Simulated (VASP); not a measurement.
Here is a VASP 6.6.1 calculation.

INCAR

```
SYSTEM = HgSe
PREC = Accurate
ENCUT = 500
EDIFF = 1E-6
ISMEAR = 0
SIGMA = 0.03
LREAL = .False.
LASPH = .True.
NELM = 120
ALGO = Normal
ISIF = 2
LWAVE = .False.
LCHARG = .False.
GGA = PE
NBANDS = 16
GGA_COMPAT = .False.
```

File KPOINTS:

```
Automatic mesh
0
Gamma
  16 16 16
  0 0 0
```

File POSCAR:

```
HgSe
1.0
    0.0000000000      3.1301066918      3.1301066918
    3.1301066918      0.0000000000      3.1301066918
    3.1301066918      3.1301066918      0.0000000000
Hg Se
1 1
Direct
    0.0000000000      0.0000000000      0.0000000000
    0.2500000000      0.2500000000      0.2500000000
```

Potentials or basis: VASP PAW PBE potentials, release 64 (Hg, Se).

The run is started by

```sh
$ cat potpaw_PBE.64/Hg/POTCAR potpaw_PBE.64/Se/POTCAR > POTCAR
$ mpirun -np 1 vasp_std > vasp.out
```

(1) Predict the band gap on the k mesh.

(2) Predict the pressure.

Results:

(1) zero (filled and empty bands touch).

(2) 0.2 GPa.

Caveat: spin-orbit coupling is left out, which moves the levels of the heavy elements.
